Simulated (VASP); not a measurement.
Wanted: the native input for a VASP 6.6.1 run.

```
Task                               : single point
Functional                         : HSE06
Potentials or basis                : VASP PAW PBE potentials, release 64 (Mg, I)
Cutoff                             : 520 eV
k mesh                             : 4 × 4 × 4
Occupations                        : gaussian, width 0.01 eV
Spin                               : no spin polarisation
Dipole correction                  : no
Grid for exact exchange (PRECFOCK) : Normal
Further INCAR settings             : ALGO = Normal; EDIFF = 1e-06; NBANDS = 15
Share of exact exchange            : 0.25
Screening parameter                : 0.2079 1/Å
```

MgI2:

```
Mg I
1.0
     0.00000    3.61751    3.75712
     3.61751    0.00000    3.75712
     3.61751    3.61751    0.00000
Mg I
1 2
Cartesian
  0.0000 0.0000 0.0000
  1.8088 1.8088 1.8786
  5.4263 5.4263 5.6357
```

This cell differs from its parent crystal: epitaxial xy strain -3.7%.

The input as run:

POSCAR

```
MgI2
1.0
    0.0000000000      3.6175100672      3.7571231621
    3.6175100672      0.0000000000      3.7571231621
    3.6175100672      3.6175100672      0.0000000000
Mg I
1 2
Direct
    0.0000000000      0.0000000000      0.0000000000
    0.2500000000      0.2500000000      0.2500000000
    0.7500000000      0.7500000000      0.7500000000
```

INCAR.step1

```
PREC = Accurate
ENCUT = 520
EDIFF = 1E-5
ISMEAR = 0
SIGMA = 0.01
LREAL = False
LASPH = True
NELM = 100
ALGO = Normal
ISIF = 2
LWAVE = True
LCHARG = False
NBANDS = 15
GGA = PE
```

INCAR.step2

```
PREC = Accurate
ENCUT = 520
EDIFF = 1E-6
ISMEAR = 0
SIGMA = 0.01
LREAL = False
LASPH = True
NELM = 100
ALGO = Normal
ISIF = 2
LWAVE = False
LCHARG = False
GGA = PE
LHFCALC = True
HFSCREEN = 0.2079
PRECFOCK = Normal
NBANDS = 15
ISTART = 1
```

KPOINTS

```
regular mesh
0
Gamma
  4 4 4
```

Potentials or basis: VASP PAW PBE potentials, release 64 (Mg, I).

The run is started by

```console
$ cat potpaw_PBE.64/Mg/POTCAR potpaw_PBE.64/I/POTCAR > POTCAR
$ cp INCAR.step1 INCAR
$ mpirun -np 1 vasp_std > vasp.out
$ cp INCAR.step2 INCAR
$ mpirun -np 1 vasp_std > vasp.out
```

It gave:

- Pressure: 2.1 GPa
- Band gap on the k mesh: 1.38 eV (least direct gap 1.39 eV)

Caveat: the cell differs from its parent crystal (epitaxial xy strain -3.7%); the PAW data sets were made with another functional, which shifts forces and pressure a little; spin-orbit coupling is left out, which moves the levels of the heavy elements.

Run time: 28 min on 1 thread of Intel(R) Xeon(R) Platinum 8259CL CPU @ 2.50GHz (Skylake/Cascade Lake), on a shared host, peak memory 0.36 GiB.
